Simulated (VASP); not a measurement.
Runs of VASP 6.6.1 on Sn3Cl5. The structure is that of space group Pm-3m (No. 221), or close to it. The cells are those of the table. The cell was generated, and may not be a known phase.

```csv
task,cell,k mesh,cutoff (eV),gap on the mesh (eV),pressure (GPa)
relaxation of cell and atoms,"relaxed from a = 6.393 Å, 8 atoms",4 × 4 × 4,600,none,-0.1
single point,"a = 6.393 Å, 8 atoms",4 × 4 × 4,520,none,-3.2
single point,"a = 6.122 Å, 8 atoms",6 × 6 × 6,520,none,-0.1
single point,"a = 6.107 Å, 8 atoms",4 × 4 × 4,520,none,(a)
```

Alike in all rows: level PBE; potentials or basis VASP PAW PBE potentials, release 64 (Sn_d, Cl); no spin polarisation; smearing gaussian 0.1 eV.

**Question.** Estimate the missing entries.

**Answer.** (a) 0.1.

Caveats: spin-orbit coupling is left out, which moves the levels of the heavy elements; an odd number of electrons without spin polarisation forces a metal; a magnetic or distorted state may lie lower; the cell stands under tension (at least some runs).

A k mesh can miss the band edges, and the runs leave out spin-orbit coupling on Sn.

A gap of «none» marks levels without a gap at the run's occupations.
